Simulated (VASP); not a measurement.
Input of a VASP 6.6.1 run:

File INCAR:

```
SYSTEM = Be
PREC = Accurate
ENCUT = 600
EDIFF = 1E-6
ISMEAR = -1
SIGMA = 0.1
LREAL = .False.
LASPH = .True.
NELM = 120
ALGO = Normal
ISIF = 2
LWAVE = .False.
LCHARG = .True.
GGA = RP
LELF = .True.
LVHAR = .True.
NBANDS = 7
GGA_COMPAT = .False.
```

Contents of KPOINTS:

```
Automatic mesh
0
Gamma
  17 17 17
  0 0 0
```

The input POSCAR:

```
Be
1.0
    0.0000000000      1.5936947023      1.5936947023
    1.5936947023      0.0000000000      1.5936947023
    1.5936947023      1.5936947023      0.0000000000
Be
1
Direct
    0.0000000000      0.0000000000      0.0000000000
```

Potentials or basis: VASP PAW PBE potentials, release 64 (Be).

Command:

```console
$ cat potpaw_PBE.64/Be/POTCAR > POTCAR
$ mpirun -np 1 vasp_std > vasp.out
```

(1) Predict the band gap on the k mesh.

(2) Estimate the pressure.

Results:

(1) zero (bands 1 and 2 overlap by 0.20 eV).

(2) 0.0 GPa.

Caveat: the PAW data sets were made with another functional, which shifts forces and pressure a little.
